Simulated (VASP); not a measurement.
GaF: single point with r2SCANh

The system is GaF.

```
Ga F
1.0
     3.20758    0.00000    0.00000
     0.00000    3.20758    0.00000
     0.00000    0.00000    3.20758
Ga F
1 1
Cartesian
  0.0000 0.0000 0.0000
  1.6038 1.6038 1.6038
```

```json
{
  "Program": "VASP 6.6.1",
  "Task": "single point",
  "Functional": "r2SCANh",
  "Potentials or basis": "VASP PAW PBE potentials, release 64 (Ga_d, F)",
  "Cutoff": "520 eV",
  "k mesh": "4 × 4 × 4",
  "Occupations": "fermi-dirac, width 0.05 eV",
  "Spin": "no spin polarisation"
}
```

```
Pressure               : -3.0 GPa
Band gap on the k mesh : 1.29 eV (least direct gap 2.24 eV)
```

Levels at points of the mesh, in eV from the valence-band top:
| k point | band 6 | band 7 | band 8 | band 9 | band 10 | band 11 | band 12 | band 13 | band 14 | band 15 |
| --- | --- | --- | --- | --- | --- | --- | --- | --- | --- | --- |
| (0.00, 0.00, 0.00) | -15.52 | -6.13 | -3.79 | -3.79 | -3.79 | 9.33 | 9.33 | 9.33 | 11.01 | 11.01 |
| (0.50, 0.00, 0.00) | -15.52 | -7.01 | -3.53 | -3.53 | -0.95 | 1.29 | 9.47 | 9.47 | 13.74 | 15.51 |
| (0.50, 0.50, 0.00) | -15.48 | -5.10 | -5.10 | -3.44 | -2.62 | 4.32 | 4.32 | 10.41 | 11.29 | 17.28 |
| (0.50, 0.50, 0.50) | -15.48 | -4.34 | -4.34 | -4.34 | 0.00 | 3.31 | 3.31 | 3.31 | 13.29 | 13.29 |

It took 8.7 min on 1 thread of Intel Xeon 8259CL, on a shared host, peak memory 0.16 GiB.

Caveat: the k points lie up to 0.49 Å⁻¹ apart; the PAW data sets were made with another functional, which shifts forces and pressure a little. A k mesh can miss the band edges.
